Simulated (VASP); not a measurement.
# PtS2 in VASP: notebook

The runs below take PtS2 through single point, with PBE+D3(BJ).

Everything below comes from runs of VASP 6.6.1. Logs are shortened: lines on timing, memory, paths and dates and some standing lists are left out, and cuts for length are marked.

**1. The cell of the first run**

The cell holds a slab with vacuum, 6 atoms: a = 3.541 Å, b = 3.541 Å, c = 22.467 Å, α = 90.00°, β = 90.00°, γ = 120.00°.

**2. Single point, PBE+D3(BJ)**

Contents of INCAR:

```
SYSTEM = PtS2
PREC = Accurate ; ENCUT = 520
EDIFF = 1E-7 ; ISMEAR = 0
SIGMA = 0.05 ; LREAL = .False.
LASPH = .True. ; NELM = 100
ALGO = Normal ; ISIF = 2
LWAVE = .False. ; LCHARG = .False.
LDIPOL = .True. ; IDIPOL = 3
DIPOL = 0.5 0.5 0.388 ; GGA = PE
IVDW = 12 ; NBANDS = 31
```

Contents of KPOINTS:

```
Automatic mesh
0
Gamma
  9 9 1
  0 0 0
```

Contents of POSCAR:

```
PtS2
1.0
    3.5414386157      0.0000000000      0.0000000000
   -1.7707193078      3.0669758072      0.0000000000
    0.0000000000      0.0000000000     22.4671575440
S Pt
4 2
Direct
    0.6666666667      0.3333333333      0.2002923597
    0.3333333333      0.6666666667      0.3108349936
    0.5000000000      0.6666666667      0.4648375635
    0.1666666667      1.0000000000      0.5753801975
    0.0000000000      0.0000000000      0.2555636767
   -0.1666666667      0.3333333333      0.5201088805
```

Potentials or basis: VASP PAW PBE potentials, release 64 (S, Pt).

Run with:

```console
cat potpaw_PBE.64/S/POTCAR potpaw_PBE.64/Pt/POTCAR > POTCAR
mpirun -np 1 vasp_std > vasp.out
```

OUTCAR:

```text
SYSTEM = PtS2
   PREC = Accurate
   ENCUT = 520
   EDIFF = 1E-7
   ISMEAR = 0
   LREAL = .False.
   LASPH = .True.
   NELM = 100
   ISIF = 2
   GGA = PE
   IVDW = 12
 IVDW          = 12

 ion  position               nearest neighbor table
   1  0.667  0.333  0.200-   5 2.39   5 2.39   5 2.39
   2  0.333  0.667  0.311-   5 2.39   5 2.39   5 2.39
   3  0.500  0.667  0.465-   6 2.39   6 2.39   6 2.39
   4  0.167  0.000  0.575-   6 2.39   6 2.39   6 2.39
   5  0.000  0.000  0.256-   2 2.39   2 2.39   2 2.39   1 2.39   1 2.39   1 2.39
   6  0.833  0.333  0.520-   4 2.39   3 2.39   3 2.39   4 2.39   3 2.39   4 2.39

  LATTYP: Found a hexagonal cell.
 ALAT       =     3.5414386157
 C/A-ratio  =     6.3440765130

  Lattice vectors:

 A1 = (   3.5414386157,   0.0000000000,   0.0000000000)
 A2 = (  -1.7707193078,   3.0669758072,   0.0000000000)
 A3 = (   0.0000000000,   0.0000000000,  22.4671575440)

Analysis of symmetry for initial positions (statically):
=====================================================================
 Subroutine PRICEL returns:
 Original cell was already a primitive cell.

 Routine SETGRP: Setting up the symmetry group for a
 hexagonal supercell.

 Subroutine GETGRP returns: Found  2 space group operations
 (whereof  1 operations were pure point group operations)
 out of a pool of 24 trial point group operations.

The static configuration has the point symmetry C_1 .
 The point group associated with its full space group is S_2 .

Analysis of symmetry for dynamics (positions and initial velocities):
=====================================================================
 Subroutine PRICEL returns:
 Original cell was already a primitive cell.

 Routine SETGRP: Setting up the symmetry group for a
 hexagonal supercell.

 Subroutine GETGRP returns: Found  2 space group operations
 (whereof  1 operations were pure point group operations)
 out of a pool of 24 trial point group operations.

The dynamic configuration has the point symmetry C_1 .
 The point group associated with its full space group is S_2 .

 Subroutine INISYM returns: Found  2 space group operations
 (whereof  1 operations are pure point group operations),
 and found     1 'primitive' translations

----------------------------------------------------------------------------------------

                                     Primitive cell

  volume of cell :     244.0272

  direct lattice vectors                    reciprocal lattice vectors
     3.541438616  0.000000000  0.000000000     0.282371123  0.163027044  0.000000000
    -1.770719308  3.066975807  0.000000000     0.000000000  0.326054088  0.000000000
     0.000000000  0.000000000 22.467157544     0.000000000  0.000000000  0.044509413

  length of vectors
     3.541438616  3.541438616 22.467157544     0.326054088  0.326054088  0.044509413

  position of ions in fractional coordinates (direct lattice)
     0.666666667  0.333333333  0.200292360
     0.333333333  0.666666667  0.310834994
     0.500000000  0.666666667  0.464837563
     0.166666667  0.000000000  0.575380198
     0.000000000  0.000000000  0.255563677
     0.833333333  0.333333333  0.520108880

  ion indices of the primitive-cell ions
   primitive index   ion index
                 1           1
                 2           2
                 3           3
                 4           4
                 5           5
                 6           6

----------------------------------------------------------------------------------------

 KPOINTS: Automatic mesh

Automatic generation of k-mesh.
 Grid dimensions read from file:
 generate k-points for:    9    9    1

 Generating k-lattice:

  Cartesian coordinates                     Fractional coordinates (reciprocal lattice)
     0.031374569  0.018114116  0.000000000     0.111111111  0.000000000  0.000000000
     0.000000000  0.036228232  0.000000000     0.000000000  0.111111111  0.000000000
     0.000000000  0.000000000  0.044509413     0.000000000  0.000000000  1.000000000

  Length of vectors
     0.036228232  0.036228232  0.044509413

  Shift w.r.t. Gamma in fractional coordinates (k-lattice)
     0.000000000  0.000000000  0.000000000

 Subroutine IBZKPT returns following result:
 ===========================================

 Found     41 irreducible k-points:

 Following reciprocal coordinates:
            Coordinates               Weight
  0.000000  0.000000  0.000000      1.000000
  0.111111 -0.000000  0.000000      2.000000
  0.000000  0.111111  0.000000      2.000000
 -0.111111  0.111111  0.000000      2.000000
  0.222222 -0.000000  0.000000      2.000000
  0.000000  0.222222  0.000000      2.000000
[... 16 lines left out ...]
  0.333333  0.111111  0.000000      2.000000
 -0.111111  0.444444  0.000000      2.000000
 [... further k-points ...]
   k-points           NKPTS =     41   k-points in BZ     NKDIM =     41   number of bands    NBANDS=     31
   number of dos      NEDOS =    301   number of ions     NIONS =      6
   total plane-waves  NPLWV = 131712
   dimension x,y,z NGX =    28 NGY =   28 NGZ =  168
   dimension x,y,z NGXF=    56 NGYF=   56 NGZF=  336
   ions per type =               4   2
   NGX,Y,Z   is equivalent  to a cutoff of  13.14, 13.14, 12.43 a.u.
   NGXF,Y,Z  is equivalent  to a cutoff of  26.29, 26.29, 24.86 a.u.
 SYSTEM =  PtS2
   PREC   = accura    normal or accurate (medium, high low for compatibility)
   ISTART =      0    job   : 0-new  1-cont  2-samecut
   ICHARG =      2    charge: 1-file 2-atom 10-const
   ISPIN  =      1    spin polarized calculation?
   LNONCOLLINEAR =      F non collinear calculations
   LSORBIT =      F    spin-orbit coupling
   LASPH  =      T    aspherical Exc in radial PAW
   ENCUT  =  520.0 eV  38.22 Ry    6.18 a.u.   6.58  6.58 41.77*2*pi/ulx,y,z
   NELM   =    100;   NELMIN=  2; NELMDL= -5     # of ELM steps
   EDIFF  = 0.1E-06   stopping-criterion for ELM
   LREAL  =      F    real-space projection
   EDIFFG = 0.1E-05   stopping-criterion for IOM
   NSW    =      0    number of steps for IOM
   IBRION =     -1    ionic relax: 0-MD 1-quasi-New 2-CG
   NFREE  =      0    steps in history (QN), initial steepest desc. (CG)
   ISIF   =      2    stress and relaxation
   ISYM   =      2    0-nonsym 1-usesym 2-fastsym
   POTIM  = 0.5000    time-step for ionic-motion
   TEBEG  =    0.0;   TEEND  =   0.0 temperature during run
   PSTRESS=    0.0 pullay stress
   NELECT =      44.0000    total number of electrons
   NUPDOWN=      -1.0000    fix difference up-down
   EMIN   =  10.00;   EMAX   =-10.00  energy-range for DOS
   EFERMI =   0.00;   METHOD = LEGACY
   ISMEAR =     0;   SIGMA  =   0.05  broadening in eV -4-tet -1-fermi 0-gaus
   EFERMI_NEDOS =   21; number of points for ismear=-14 and -15
   IALGO  =     38    algorithm
   IMIX   =      4    mixing-type and parameters
     AMIX     =   0.40;   BMIX     =  1.00
     AMIX_MAG =   1.60;   BMIX_MAG =  1.00
  volume/ion in A,a.u.               =      40.67       274.46
  Fermi-wavevector in a.u.,A,eV,Ry     =   0.924868  1.747747 11.638157  0.855380
  Thomas-Fermi vector in A             =   2.050660
   LORBIT       =      0    0 simple, 1 ext, 2 COOP (PROOUT), +10 PAW based schemes
   GGA     = PE    functional components
   LHFCALC =     F    Hartree Fock is set to
   AEXX    =    0.0000 exact exchange contribution
   IVDW    =    12    specifies the selected vdW correction
   LEPSILON=     F    determine dielectric tensor
   LRPA    =     F    only Hartree local field effects (RPA)
 non-spin polarized calculation
 Gauss-broadening in eV      SIGMA  =   0.05
  energy-cutoff  :      520.00
  volume of cell :      244.03
 maximum number of plane-waves:      6671
   NGX = 13   NGY = 13   NGZ = 83

 dipolmoment           0.000000      0.000000      0.000015 electrons x Angstroem

 number of electron      44.0000000 magnetization

 dipolmoment           0.000000      0.000000     -0.000000 electrons x Angstroem

 Free energy of the ion-electron system (eV)
  ---------------------------------------------------
  ext. energy  EPLUGINS =         0.00000000
  ---------------------------------------------------
  free energy    TOTEN  =       -30.87130338 eV

  energy without entropy =      -30.87130338  energy(sigma->0) =      -30.87130338

 E-fermi :  -0.2504     XC(G=0):  -5.4344

 val. band max:       -0.5336557341   @ k =   0.1111   0.1111   0.0000
 cond. band min:       0.8430463936   @ k =   0.0000   0.2222   0.0000
 fundamental gap:      1.3767021277
 Fermi energy:        -0.2503650447

 k-point     1 :       0.0000    0.0000    0.0000
  band No.  band energies     occupation
      1     -14.9077      2.00000
      2     -14.8624      2.00000
      3     -12.7405      2.00000
      4     -12.6327      2.00000
      5      -6.3847      2.00000
      6      -6.3828      2.00000
[... 23 lines left out ...]
     30       5.4380      0.00000
     31       5.5694      0.00000

 k-point     2 :       0.1111   -0.0000    0.0000
  band No.  band energies     occupation
      1     -14.7538      2.00000
      2     -14.7079      2.00000
      3     -12.7684      2.00000
      4     -12.6682      2.00000
      5      -6.3989      2.00000
      6      -6.3598      2.00000
[... 23 lines left out ...]
     30       5.9568      0.00000
     31       6.0581      0.00000

 k-point     3 :       0.0000    0.1111    0.0000
  band No.  band energies     occupation
      1     -14.7538      2.00000
      2     -14.7078      2.00000
      3     -12.7685      2.00000
      4     -12.6680      2.00000
      5      -6.3983      2.00000
      6      -6.3590      2.00000
[... 23 lines left out ...]
     30       5.9544      0.00000
     31       6.0630      0.00000

 k-point     4 :      -0.1111    0.1111    0.0000
  band No.  band energies     occupation
      1     -14.7538      2.00000
      2     -14.7079      2.00000
      3     -12.7683      2.00000
      4     -12.6682      2.00000
      5      -6.3975      2.00000
      6      -6.3589      2.00000
[... 23 lines left out ...]
     30       5.9407      0.00000
     31       6.0894      0.00000

 k-point     5 :       0.2222   -0.0000    0.0000
  band No.  band energies     occupation
      1     -14.3272      2.00000
      2     -14.2799      2.00000
      3     -12.8403      2.00000
      4     -12.7579      2.00000
      5      -6.3579      2.00000
      6      -6.2631      2.00000
[... 23 lines left out ...]
     30       5.9515      0.00000
     31       6.7854      0.00000
[... 542 lines left out ...]
     30       6.3824      0.00000
     31       7.3027      0.00000

 k-point    22 :       0.3333   -0.1111    0.0000
  band No.  band energies     occupation
      1     -13.9558      2.00000
      2     -13.9074      2.00000
      3     -12.8951      2.00000
      4     -12.8256      2.00000
      5      -6.2625      2.00000
      6      -6.1626      2.00000
[... 23 lines left out ...]
     30       6.4059      0.00000
     31       7.2332      0.00000

 k-point    23 :       0.3333    0.1111    0.0000
  band No.  band energies     occupation
      1     -13.4341      2.00000
      2     -13.3842      2.00000
      3     -12.9446      2.00000
      4     -12.8876      2.00000
      5      -6.7307      2.00000
      6      -6.7027      2.00000
[... 23 lines left out ...]
     30       6.9290      0.00000
     31       7.3267      0.00000

 k-point    24 :      -0.1111    0.4444    0.0000
  band No.  band energies     occupation
      1     -13.4359      2.00000
      2     -13.3829      2.00000
      3     -12.9452      2.00000
      4     -12.8865      2.00000
      5      -6.7203      2.00000
      6      -6.7115      2.00000
[... 23 lines left out ...]
     30       6.8901      0.00000
     31       7.3634      0.00000

 [... further k-points ...]

------------------------ aborting loop because EDIFF is reached ----------------------------------------

 vacuum level on the upper side and lower side of the slab       (xc-potential included)        -0.093        -0.093

 Edisp (eV)   -1.88665

 E8    (eV) :    -0.7817

  FORCE on cell =-STRESS in cart. coord.  units (eV):
  Direction    XX          YY          ZZ          XY          YZ          ZX
  --------------------------------------------------------------------------------------
  -------------------------------------------------------------------------------------
  Total      -0.43469    -0.46517    -0.46207    -0.02064     0.00054     0.15135
  in kB      -2.85398    -3.05413    -3.03375    -0.13553     0.00356     0.99368
  external pressure =       -2.98 kB  Pullay stress =        0.00 kB

 VOLUME and BASIS-vectors are now :
 -----------------------------------------------------------------------------
  energy-cutoff  :      520.00
  volume of cell :      244.03
      direct lattice vectors                 reciprocal lattice vectors
     3.541438616  0.000000000  0.000000000     0.282371123  0.163027044  0.000000000
    -1.770719308  3.066975807  0.000000000     0.000000000  0.326054088  0.000000000
     0.000000000  0.000000000 22.467157544     0.000000000  0.000000000  0.044509413

 POSITION                                       TOTAL-FORCE (eV/Angst)
 -----------------------------------------------------------------------------------
      1.77072      1.02233      4.50000        -0.015288      0.001324      0.041192
     -0.00000      2.04465      6.98358        -0.037404      0.003213     -0.059865
      0.59024      2.04465     10.44358         0.037404     -0.003213      0.059865
      0.59024      0.00000     12.92716         0.015288     -0.001324     -0.041192
      0.00000      0.00000      5.74179         0.018145     -0.003805      0.041904
      2.36096      1.02233     11.68537        -0.018145      0.003805     -0.041904
 -----------------------------------------------------------------------------------
    total drift:                               -0.000004     -0.000002     -0.000027

  FREE ENERGIE OF THE ION-ELECTRON SYSTEM (eV)
  ---------------------------------------------------
  free  energy   TOTEN  =       -32.7579572401 eV

  energy  without entropy=      -32.7579572401  energy(sigma->0) =      -32.75795724

 vacuum level on the upper side and lower side of the slab         5.410         5.410
```

It took 5.7 min on 1 thread of Intel Xeon 6975P-C (Granite Rapids), shared host; peak memory 0.51 GiB.

What came out:

* Free energy: -32.7580 eV
* Largest force: 0.071 eV/Å
* Band gap on the k mesh: 1.38 eV, indirect (least direct gap 1.49 eV)
* Dispersion energy per atom: -0.314 eV

Forces in eV/Å, atoms in the order of the input:
```
S   -0.015  0.001  0.041
S   -0.037  0.003 -0.060
S    0.037 -0.003  0.060
S    0.015 -0.001 -0.041
Pt   0.018 -0.004  0.042
Pt  -0.018  0.004 -0.042
```

Caveat: spin-orbit coupling is left out, which moves the levels of the heavy elements.

(Continued in part 2 of 2.)
